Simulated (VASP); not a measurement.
# Bi (Fm-3m) in VASP: notebook, part 2 of 2

VASP 6.6.1. Earlier steps stand in the parts before.

## Step 6: Relaxation of cell and atoms, PBEsol

INCAR reads:

```
ALGO = Normal
EDIFF = 1E-6
EDIFFG = -0.01
ENCUT = 600
GGA = PS
IBRION = 2
ISIF = 3
ISMEAR = 0
LASPH = T
LCHARG = F
LREAL = F
LWAVE = F
NELM = 80
NSW = 100
PREC = Accurate
SIGMA = 0.1
```

KPOINTS reads:

```
k-points
0
Gamma
  20 20 20
```

POSCAR reads:

```
Bi
1.0
    0.0000000000      2.4691360311      2.4691360311
    2.4691360311      0.0000000000      2.4691360311
    2.4691360311      2.4691360311      0.0000000000
Bi
1
Direct
    0.0000000000      0.0000000000      0.0000000000
```

Potentials or basis: VASP PAW PBE potentials, release 64 (Bi_d).

On the command line:

```console
> cat potpaw_PBE.64/Bi_d/POTCAR > POTCAR
> mpirun -np 1 vasp_std > vasp.out
```

OUTCAR:

```text
EDIFF = 1E-6
   EDIFFG = -0.01
   ENCUT = 600
   GGA = PS
   IBRION = 2
   ISIF = 3
   ISMEAR = 0
   LASPH = T
   LREAL = F
   NELM = 80
   NSW = 100
   PREC = Accurate

 ion  position               nearest neighbor table
   1  0.000  0.000  0.000-

  LATTYP: Found a face centered cubic cell.
 ALAT       =     4.9382720622

  Lattice vectors:

 A1 = (   0.0000000000,   2.4691360311,   2.4691360311)
 A2 = (   2.4691360311,   0.0000000000,   2.4691360311)
 A3 = (   2.4691360311,   2.4691360311,   0.0000000000)

Analysis of symmetry for initial positions (statically):
=====================================================================
 Subroutine PRICEL returns:
 Original cell was already a primitive cell.

 Routine SETGRP: Setting up the symmetry group for a
 face centered cubic supercell.

 Subroutine GETGRP returns: Found 48 space group operations
 (whereof 48 operations were pure point group operations)
 out of a pool of 48 trial point group operations.

The static configuration has the point symmetry O_h .

Analysis of symmetry for dynamics (positions and initial velocities):
=====================================================================
 Subroutine PRICEL returns:
 Original cell was already a primitive cell.

 Routine SETGRP: Setting up the symmetry group for a
 face centered cubic supercell.

[... 160 lines left out ...]
  in kB        1.8527727      1.8527727      1.8527727      0.0000000      0.0000000     -0.0000000
  external PRESSURE =       1.8527727 kB  Pullay stress =       0.0000000 kB
[... 57 lines left out ...]
--------------------------------------- Ionic step        3  -------------------------------------------

 number of electron      15.0000002 magnetization

 Free energy of the ion-electron system (eV)
  ---------------------------------------------------
  ext. energy  EPLUGINS =         0.00000000
  ---------------------------------------------------
  free energy    TOTEN  =        -4.16687622 eV

  energy without entropy =       -4.16366837  energy(sigma->0) =       -4.16527229

 E-fermi :   8.2295     XC(G=0): -10.5871

 val. band max:        8.2036717101   @ k =  -0.4500   0.4000   0.1000
 cond. band min:       8.2322741802   @ k =   0.2500   0.2500   0.0000
 fundamental gap:      0.0286024701
 Fermi energy:         8.2294848590

 k-point     1 :       0.0000    0.0000    0.0000
  band No.  band energies     occupation
      1     -14.8209      2.00000
      2     -14.8209      2.00000
      3     -14.8209      2.00000
      4     -14.7414      2.00000
      5     -14.7414      2.00000
      6      -5.6209      2.00000
      7      13.3585      0.00000
      8      13.3585      0.00000
      9      13.3585      0.00000
     10      17.2626      0.00000
     11      17.3865      0.00000
[... 309 lines left out ...]
 k-point    24 :      -0.3500    0.0500    0.0000
  band No.  band energies     occupation
      1     -14.8133      2.00000
      2     -14.8061      2.00000
      3     -14.8044      2.00000
      4     -14.6877      2.00000
      5     -14.6756      2.00000
      6      -3.4001      2.00000
      7       4.3051      2.00000
      8      11.2477      0.00000
      9      12.0956      0.00000
     10      16.0374      0.00000
     11      16.9603      0.00000

 [... further k-points ...]
[... 5 lines left out ...]
  --------------------------------------------------------------------------------------
  -------------------------------------------------------------------------------------
  Total        0.0027753      0.0027753      0.0027753      0.0000000      0.0000000      0.0000000
  in kB        0.1472789      0.1472789      0.1472789      0.0000000      0.0000000      0.0000000
  external PRESSURE =       0.1472789 kB  Pullay stress =       0.0000000 kB
[... 16 lines left out ...]
  FREE ENERGIE OF THE ION-ELECTRON SYSTEM (eV)
  ---------------------------------------------------
  free  energy   TOTEN  =        -4.1668762159 eV

  energy  without entropy=       -4.1636683661  energy(sigma->0) =       -4.16527229

 reached required accuracy - stopping structural energy minimisation
```

OSZICAR:

```text
N       E                     dE             d eps       ncg     rms          rms(c)
DAV:   1     0.109606941587E+03    0.10961E+03   -0.88262E+03  5667   0.175E+03
DAV:   2     0.142210771665E+01   -0.10818E+03   -0.10573E+03  5809   0.380E+02
DAV:   3    -0.403862384692E+01   -0.54607E+01   -0.53736E+01  6509   0.909E+01
[... 18 lines left out ...]
DAV:   2    -0.416700695773E+01    0.77912E-03   -0.13203E-03  6505   0.762E-01    0.629E-02
DAV:   3    -0.416687194258E+01    0.13502E-03   -0.57056E-04  8908   0.462E-01    0.647E-03
DAV:   4    -0.416687378219E+01   -0.18396E-05   -0.65196E-06  5833   0.319E-02    0.358E-03
DAV:   5    -0.416687697240E+01   -0.31902E-05   -0.67157E-06  5827   0.263E-02    0.179E-03
DAV:   6    -0.416687621593E+01    0.75647E-06   -0.75077E-07  3270   0.111E-02
   3 F= -.41668762E+01 E0= -.41652723E+01  d E =-.445985E-04
```

Wall time 56 s (1 thread of Intel Xeon 6975P-C (Granite Rapids), shared host); peak memory 0.24 GiB.

Results:

- Free energy: -4.1669 eV
- Relaxed volume: 30.19 Å³/atom
- Relaxed cell: a = 3.495 Å, b = 3.495 Å, c = 3.495 Å, α = 60.00°, β = 60.00°, γ = 60.00°
- Space group after relaxing (to 0.05 Å): Fm-3m (No. 225)
- Energy gained by relaxing: 0.0 meV/atom
- Ionic steps: 3
- Pressure after relaxing: 0.0 GPa

Final structure:
```cif
data_structure
_symmetry_space_group_name_H-M 'P 1'
_symmetry_Int_Tables_number 1
_cell_length_a 3.4951
_cell_length_b 3.4951
_cell_length_c 3.4951
_cell_angle_alpha 60.000
_cell_angle_beta 60.000
_cell_angle_gamma 60.000
_cell_volume 30.19
loop_
_atom_site_label
_atom_site_type_symbol
_atom_site_fract_x
_atom_site_fract_y
_atom_site_fract_z
_atom_site_occupancy
Bi1 Bi 0.00000 0.00000 0.00000 1
```

Levels at points of the mesh, in eV from the Fermi level:
```
           k point  band 3  band 4  band 5  band 6  band 7  band 8  band 9  band 10  band 11
(0.00, 0.00, 0.00)  -23.05  -22.97  -22.97  -13.85    5.13    5.13    5.13     9.03     9.16
(0.50, 0.00, 0.00)  -23.04  -22.89  -22.89  -10.83   -5.51    3.47    3.47     7.53     8.55
(0.50, 0.50, 0.00)  -22.90  -22.87  -22.87   -9.66   -4.67    0.33    0.33     4.03     5.25
```

Caveat: the PAW data sets were made with another functional, which shifts forces and pressure a little; spin-orbit coupling is left out, which moves the levels of the heavy elements.

## Step 7: The runs side by side

```csv
task,cell,k mesh,cutoff (eV),gap on the mesh (eV),pressure (GPa),relaxed volume (Å³/atom)
single point,"a = 3.492 Å, angles 60.0°, 1 atom",6 × 6 × 6,520,none,-0.1,-
single point,"a = 3.709 Å, angles 60.0°, 1 atom",6 × 6 × 6,520,none,-7.5,-
relaxation of cell and atoms,"relaxed from a = 3.709 Å, angles 60.0°, 1 atom",6 × 6 × 6,600,none,0.0,30.11
single point,"a = 3.495 Å, angles 60.0°, 1 atom",20 × 20 × 20,520,none,0.0,-
relaxation of cell and atoms,"relaxed from a = 3.492 Å, angles 60.0°, 1 atom",20 × 20 × 20,600,none,0.0,30.19
```

Alike in all rows: level PBEsol; potentials or basis VASP PAW PBE potentials, release 64 (Bi_d); no spin polarisation; smearing gaussian 0.1 eV.

Caveats: some runs use coarse meshes; the PAW data sets were made with another functional, which shifts forces and pressure a little; spin-orbit coupling is left out, which moves the levels of the heavy elements; the volume moved by over 15 % at a fixed basis, so the end points are rough (some runs).

Total energies depend on the potentials used, so only differences within one code and one set of settings carry meaning.
